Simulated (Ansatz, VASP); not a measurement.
**One calculation of B2P, two programs**

```
B P
1.0
     1.51512    0.87475    3.92488
    -1.51512    0.87475    3.92488
     0.00000   -1.74950    3.92488
B P
2 1
Direct
  0.42934 0.42934 0.42934
  0.57066 0.57066 0.57066
  0.00000 0.00000 0.00000
```

Alike in both runs: task single point; functional PBE-based screened hybrid; k mesh 5 × 5 × 5; occupations fermi-dirac, width 0.05 eV; no spin polarisation.

```csv
,VASP,Ansatz
version,VASP 6.6.1,Ansatz 0.2.0
potentials or method,"VASP PAW PBE potentials, release 64 (B, P)",Ansatz PAW
plane-wave cutoff (eV),520,420
valence electrons in the cell,11,11
```

VASP gave:

- gap on the k mesh at the Fermi level (eV): none
- pressure (GPa): -2.2
- traceless stress, the component that is largest in VASP (GPa): 2.74
- rms of the force components (eV/Å): 0.085

Task: Which values does Ansatz return?

Result: gap on the k mesh at the Fermi level (eV): none; pressure (GPa): -1.7; traceless stress, the component that is largest in VASP (GPa): 2.63; rms of the force components (eV/Å): 0.100.

VASP's potentials were made for PBE, not for PBE-based screened hybrid. Atom by atom the forces differ by 0.015 eV/Å (rms over components). A gap of «none» marks a metal or a gap that the smearing closes.

The k mesh is coarse, so the values compare programs but aren't converged.
